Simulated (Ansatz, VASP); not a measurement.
CaSe: VASP beside Ansatz

```
Ca Se
1.0
     0.00000    2.93445    2.93445
     2.93445    0.00000    2.93445
     2.93445    2.93445    0.00000
Ca Se
1 1
Direct
  0.00170 0.00170 0.00170
  0.50000 0.50000 0.50000
```

Change from the starting cell: atom 1 moved by [0.01, 0.01, 0.01] A.

Alike in both runs: task single point; functional PBEsol; k mesh 6 × 6 × 6; no spin polarisation.

|  | VASP | Ansatz |
| --- | --- | --- |
| version | VASP 6.6.1 | Ansatz 0.2.0 |
| potentials or method | VASP PAW PBE potentials, release 64 (Ca_sv, Se), cutoff 520 eV | all-electron LAPW, scalar-relativistic |
| occupations | gaussian, width 0.01 eV | fixed |

|  | VASP | Ansatz | Ansatz less VASP |
| --- | --- | --- | --- |
| gap on the k mesh at the Fermi level (eV) | 1.87 | 1.88 | +0.012 |
| pressure (GPa) | 0.2 | 0.0 | -0.21 |
| rms of the force components (eV/Å) | 0.033 | 0.032 | -0.0005 |

VASP's potentials were made for PBE, not for PBEsol. Atom by atom the forces differ by 0.001 eV/Å (rms over components). Ansatz ran all-electron here, and VASP with PAW potentials.
